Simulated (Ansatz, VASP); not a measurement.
Two plane-wave programs on NbH

INCAR

```
ALGO = Normal
EDIFF = 1E-6
ENCUT = 500
GGA = PS
GGA_COMPAT = F
ISIF = 2
ISMEAR = 1
LASPH = T
LCHARG = F
LREAL = F
LWAVE = F
NBANDS = 14
NELM = 120
PREC = Accurate
SIGMA = 0.1
```

Contents of KPOINTS:

```
k-points
0
Gamma
  10 10 10
```

POSCAR

```
NbH
1.0
   -1.6461736119      1.6461736119      2.0327175619
    1.6461736119     -1.6461736119      2.0327175619
    1.6461736119      1.6461736119     -2.0327175619
Nb H
1 1
Direct
    0.0000000000      0.0000000000      0.0000000000
    0.5000000000      0.5000000000      0.0000000000
```

Input for Ansatz:

```yaml
crystal:
  lattice:
    - [-1.6461736118723658, 1.6461736118723658, 2.0327175619441054]
    - [1.6461736118723658, -1.6461736118723658, 2.0327175619441054]
    - [1.6461736118723658, 1.6461736118723658, -2.0327175619441054]
  atoms:
    - { symbol: Nb, position: [0.0, 0.0, 0.0] }
    - { symbol: H, position: [0.5, 0.5, 0.0] }
basis:
  ecutwfc: 450.0
kpoints:
  mp_grid:
    grid: [10, 10, 10]
hamiltonian:
  xc: pbesol
scf:
  occupations:
    method: cold
output:
  stress: true
```

Alike in both runs: task single point; functional PBEsol; k mesh 10 × 10 × 10; no spin polarisation.

```csv
,VASP,Ansatz
version,VASP 6.6.1,Ansatz 0.2.0
potentials or method,"VASP PAW PBE potentials, release 64 (Nb_sv, H), cutoff 500 eV","plane waves, PAW"
occupations,"methfessel-paxton of order 1, width 0.1 eV",cold
valence electrons in the cell,14,14
```

```csv
,VASP,Ansatz,Ansatz less VASP
pressure (GPa),-19.0,-18.6,+0.37
"traceless stress, the component that is largest in VASP (GPa)",-0.44,-0.55,-0.107
```

VASP's potentials were made for PBE, not for PBEsol.
